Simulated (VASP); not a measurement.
# Co (Fm-3m) in VASP: a series of runs, part 2 of 2

VASP 6.6.1. Earlier steps stand in the parts before.

## 4. Single point, PBE, collinear spin, ferromagnetic start

INCAR reads:

```
ALGO = Normal ; EDIFF = 1E-6
ENCUT = 520 ; GGA = PE
ISIF = 2 ; ISMEAR = 0
ISPIN = 2 ; LASPH = True
LCHARG = False ; LMAXMIX = 4
LORBIT = 11 ; LREAL = False
LWAVE = False ; MAGMOM = 0.5
NBANDS = 14 ; NELM = 150
PREC = Accurate ; SIGMA = 0.05
```

KPOINTS reads:

```
k-points
0
Gamma
  20 20 20
```

POSCAR reads:

```
Co
1.0
    0.0000000000      1.7600388120      1.7600388120
    1.7600388120      0.0000000000      1.7600388120
    1.7600388120      1.7600388120      0.0000000000
Co
1
Direct
    0.0000000000      0.0000000000      0.0000000000
```

Potentials or basis: VASP PAW PBE potentials, release 64 (Co).

Launch:

```sh
$ cat potpaw_PBE.64/Co/POTCAR > POTCAR
$ mpirun -np 1 vasp_std > vasp.out
```

OUTCAR:

```text
EDIFF = 1E-6
   ENCUT = 520
   GGA = PE
   ISIF = 2
   ISMEAR = 0
   ISPIN = 2
   LASPH = True
   LORBIT = 11
   LREAL = False
   NELM = 150
   PREC = Accurate

 ion  position               nearest neighbor table
   1  0.000  0.000  0.000-

  LATTYP: Found a face centered cubic cell.
 ALAT       =     3.5200776240

  Lattice vectors:

 A1 = (   0.0000000000,   1.7600388120,   1.7600388120)
 A2 = (   1.7600388120,   0.0000000000,   1.7600388120)
 A3 = (   1.7600388120,   1.7600388120,   0.0000000000)

Analysis of symmetry for initial positions (statically):
=====================================================================
 Subroutine PRICEL returns:
 Original cell was already a primitive cell.

 Routine SETGRP: Setting up the symmetry group for a
 face centered cubic supercell.

 Subroutine GETGRP returns: Found 48 space group operations
 (whereof 48 operations were pure point group operations)
 out of a pool of 48 trial point group operations.

The static configuration has the point symmetry O_h .

Analysis of symmetry for dynamics (positions and initial velocities):
=====================================================================
 Subroutine PRICEL returns:
 Original cell was already a primitive cell.

 Routine SETGRP: Setting up the symmetry group for a
 face centered cubic supercell.

 Subroutine GETGRP returns: Found 48 space group operations
 (whereof 48 operations were pure point group operations)
 out of a pool of 48 trial point group operations.

The dynamic configuration has the point symmetry O_h .

Analysis of structural, dynamic, and magnetic symmetry:
=====================================================================
 Subroutine PRICEL returns:
 Original cell was already a primitive cell.

 Routine SETGRP: Setting up the symmetry group for a
 face centered cubic supercell.

 Subroutine GETGRP returns: Found 48 space group operations
 (whereof 48 operations were pure point group operations)
 out of a pool of 48 trial point group operations.

[... 161 lines left out ...]
      3       8.2458      1.00000
      4       8.2458      1.00000
      5       9.4862      1.00000
      6       9.4862      1.00000
      7      33.0976      0.00000
      8      37.6614      0.00000
      9      37.6614      0.00000
     10      37.6614      0.00000
     11      40.8698      0.00000
     12      40.8698      0.00000
     13      40.8698      0.00000
     14      43.2000      0.00000
[... 379 lines left out ...]
      3       8.3242      1.00000
      4       8.3356      1.00000
      5       9.9353      0.99156
      6      10.3015      0.00000
      7      19.9964      0.00000
      8      31.5967      0.00000
      9      34.2760      0.00000
     10      36.5204      0.00000
     11      38.1149      0.00000
     12      39.8925      0.00000
     13      44.2269      0.00000
     14      48.3590      0.00000

 [... further k-points ...]

 spin component 2

 k-point     1 :       0.0000    0.0000    0.0000
  band No.  band energies     occupation
      1       1.2928      1.00000
      2       8.2481      1.00000
      3       8.2481      1.00000
      4       8.2481      1.00000
      5       9.4905      1.00000
      6       9.4905      1.00000
      7      33.0972      0.00000
      8      37.6619      0.00000
      9      37.6619      0.00000
     10      37.6619      0.00000
     11      40.8702      0.00000
     12      40.8702      0.00000
     13      40.8702      0.00000
     14      43.1992      0.00000
[... 379 lines left out ...]
      3       8.3255      1.00000
      4       8.3388      1.00000
      5       9.9386      0.98910
      6      10.3047      0.00000
      7      19.9974      0.00000
      8      31.5966      0.00000
      9      34.2764      0.00000
     10      36.5210      0.00000
     11      38.1155      0.00000
     12      39.8930      0.00000
     13      44.2276      0.00000
     14      48.3649      0.00000

 [... further k-points ...]

------------------------ aborting loop because EDIFF is reached ----------------------------------------

  FORCE on cell =-STRESS in cart. coord.  units (eV):
  Direction    XX          YY          ZZ          XY          YZ          ZX
  --------------------------------------------------------------------------------------
  -------------------------------------------------------------------------------------
  Total       -0.8978947     -0.8978947     -0.8978947      0.0000000      0.0000000     -0.0000000
  in kB     -131.9286984   -131.9286984   -131.9286984      0.0000000      0.0000000     -0.0000000
  external PRESSURE =    -131.9286984 kB  Pullay stress =       0.0000000 kB

 VOLUME and BASIS-vectors are now :
 -----------------------------------------------------------------------------
  energy-cutoff  :      520.00
  volume of cell :       10.90
      direct lattice vectors                 reciprocal lattice vectors
     0.000000000  1.760038812  1.760038812    -0.284084644  0.284084644  0.284084644
     1.760038812  0.000000000  1.760038812     0.284084644 -0.284084644  0.284084644
     1.760038812  1.760038812  0.000000000     0.284084644  0.284084644 -0.284084644

 POSITION                                       TOTAL-FORCE (eV/Angst)
 -----------------------------------------------------------------------------------
      0.00000      0.00000      0.00000         0.000000     -0.000000     -0.000000
 -----------------------------------------------------------------------------------
    total drift:                                0.000000      0.000000      0.000000

  FREE ENERGIE OF THE ION-ELECTRON SYSTEM (eV)
  ---------------------------------------------------
  free  energy   TOTEN  =        -6.8140572087 eV

  energy  without entropy=       -6.8113793875  energy(sigma->0) =       -6.81271830

 total charge

# of ion       s       p       d       tot
------------------------------------------
    1        0.481   0.508   7.272   8.261

 magnetization (x)

# of ion       s       p       d       tot
------------------------------------------
    1       -0.000  -0.000   0.004   0.004
```

Wall time 3.7 min (1 thread of Intel Xeon 8259CL, shared host); peak memory 0.18 GiB.

Results:

```
Free energy                                           : -6.8141 eV
Pressure                                              : -13.2 GPa
Net moment                                            : 0.00 μB per cell
Valence electrons inside the program's atomic spheres : Co 8.26
```

Levels at points of the mesh, in eV from the Fermi level:
Spin up:
```
           k point  band 1  band 2  band 3  band 4  band 5  band 6  band 7  band 8  band 9
(0.00, 0.00, 0.00)   -8.73   -1.77   -1.77   -1.77   -0.53   -0.53   23.08   27.64   27.64
(0.50, 0.00, 0.00)   -4.53   -1.83   -1.83   -0.05    0.30    0.30    6.75   21.68   25.20
(0.50, 0.50, 0.00)   -4.45   -3.83    0.28    0.51    0.51    2.75   10.17   15.17   15.17
```
Spin down:
```tsv
k point	band 1	band 2	band 3	band 4	band 5	band 6	band 7	band 8	band 9
(0.00, 0.00, 0.00)	-8.73	-1.77	-1.77	-1.77	-0.53	-0.53	23.08	27.64	27.64
(0.50, 0.00, 0.00)	-4.53	-1.83	-1.83	-0.05	0.30	0.30	6.75	21.68	25.20
(0.50, 0.50, 0.00)	-4.45	-3.83	0.29	0.51	0.51	2.75	10.17	15.17	15.17
```

Caveat: the cell stands under tension.

## 5. Single point, PBE, collinear spin, ferromagnetic start

INCAR reads:

```
SYSTEM = Co
  ALGO = Normal
  EDIFF = 1E-6
  ENCUT = 520
  GGA = PE
  ISIF = 2
  ISMEAR = 0
  ISPIN = 2
  LASPH = .True.
  LCHARG = .False.
  LMAXMIX = 4
  LORBIT = 11
  LREAL = .False.
  LWAVE = .False.
  MAGMOM = 1.88
  NBANDS = 14
  NELM = 150
  PREC = Accurate
  SIGMA = 0.05
```

KPOINTS reads:

```
k-points
0
Gamma
  20 20 20
  0 0 0
```

POSCAR is that of step 4.

Potentials or basis: VASP PAW PBE potentials, release 64 (Co).

Launch:

```sh
$ cat potpaw_PBE.64/Co/POTCAR > POTCAR
$ mpirun -np 1 vasp_std > vasp.out
```

OUTCAR:

```text
SYSTEM = Co
   EDIFF = 1E-6
   ENCUT = 520
   GGA = PE
   ISIF = 2
   ISMEAR = 0
   ISPIN = 2
   LASPH = .True.
   LORBIT = 11
   LREAL = .False.
   NELM = 150
   PREC = Accurate

 ion  position               nearest neighbor table
   1  0.000  0.000  0.000-

  LATTYP: Found a face centered cubic cell.
 ALAT       =     3.5200776240

  Lattice vectors:

 A1 = (   0.0000000000,   1.7600388120,   1.7600388120)
 A2 = (   1.7600388120,   0.0000000000,   1.7600388120)
 A3 = (   1.7600388120,   1.7600388120,   0.0000000000)

Analysis of symmetry for initial positions (statically):
=====================================================================
 Subroutine PRICEL returns:
 Original cell was already a primitive cell.

 Routine SETGRP: Setting up the symmetry group for a
 face centered cubic supercell.

 Subroutine GETGRP returns: Found 48 space group operations
[... 605 lines left out ...]
      6      10.5940      0.00000
      7      32.9601      0.00000
      8      37.7438      0.00000
      9      37.7438      0.00000
     10      37.7438      0.00000
     11      41.0692      0.00000
     12      41.0692      0.00000
     13      41.0692      0.00000
     14      42.9695      0.00000
[... 379 lines left out ...]
      3       9.2194      1.00000
      4       9.2916      1.00000
      5      10.9943      0.00000
      6      11.3410      0.00000
      7      20.3928      0.00000
      8      31.5510      0.00000
      9      34.3989      0.00000
     10      36.7286      0.00000
     11      38.2782      0.00000
     12      40.0211      0.00000
     13      44.4207      0.00000
     14      50.1649      0.00000

 [... further k-points ...]

------------------------ aborting loop because EDIFF is reached ----------------------------------------

  FORCE on cell =-STRESS in cart. coord.  units (eV):
  Direction    XX          YY          ZZ          XY          YZ          ZX
  --------------------------------------------------------------------------------------
  -------------------------------------------------------------------------------------
  Total       -0.0475712     -0.0475712     -0.0475712      0.0000000      0.0000000      0.0000000
  in kB       -6.9896932     -6.9896932     -6.9896932      0.0000000      0.0000000      0.0000000
  external PRESSURE =      -6.9896932 kB  Pullay stress =       0.0000000 kB

 VOLUME and BASIS-vectors are now :
 -----------------------------------------------------------------------------
  energy-cutoff  :      520.00
  volume of cell :       10.90
      direct lattice vectors                 reciprocal lattice vectors
     0.000000000  1.760038812  1.760038812    -0.284084644  0.284084644  0.284084644
     1.760038812  0.000000000  1.760038812     0.284084644 -0.284084644  0.284084644
     1.760038812  1.760038812  0.000000000     0.284084644  0.284084644 -0.284084644

 POSITION                                       TOTAL-FORCE (eV/Angst)
 -----------------------------------------------------------------------------------
      0.00000      0.00000      0.00000        -0.000000     -0.000000      0.000000
 -----------------------------------------------------------------------------------
    total drift:                                0.000000      0.000000      0.000000

  FREE ENERGIE OF THE ION-ELECTRON SYSTEM (eV)
  ---------------------------------------------------
  free  energy   TOTEN  =        -7.0201706510 eV

  energy  without entropy=       -7.0186816032  energy(sigma->0) =       -7.01942613

 total charge

# of ion       s       p       d       tot
------------------------------------------
    1        0.488   0.519   7.255   8.262

 magnetization (x)

# of ion       s       p       d       tot
------------------------------------------
    1       -0.013  -0.049   1.715   1.654
```

stdout:

```text
POSCAR found type information on POSCAR Co
 POSCAR found :  1 types and       1 ions
 scaLAPACK will be used
 LDA part: xc-table for (Slater+PW92), standard interpolation
 POSCAR, INCAR and KPOINTS ok, starting setup
 FFT: planning ... GRIDC
 FFT: planning ... GRID_SOFT
 FFT: planning ... GRID
 WAVECAR not read
 entering main loop
```

It took 2.2 min on 1 thread of Intel Xeon 8259CL, shared host; peak memory 0.18 GiB.

Results:

```yaml
Free_energy: -7.0202 eV
Pressure: -0.7 GPa
Net_moment: 1.64 μB per cell
Site_moments: Co +1.65 μB
Valence_electrons_inside_the_program's_atomic_spheres: Co 8.26
```
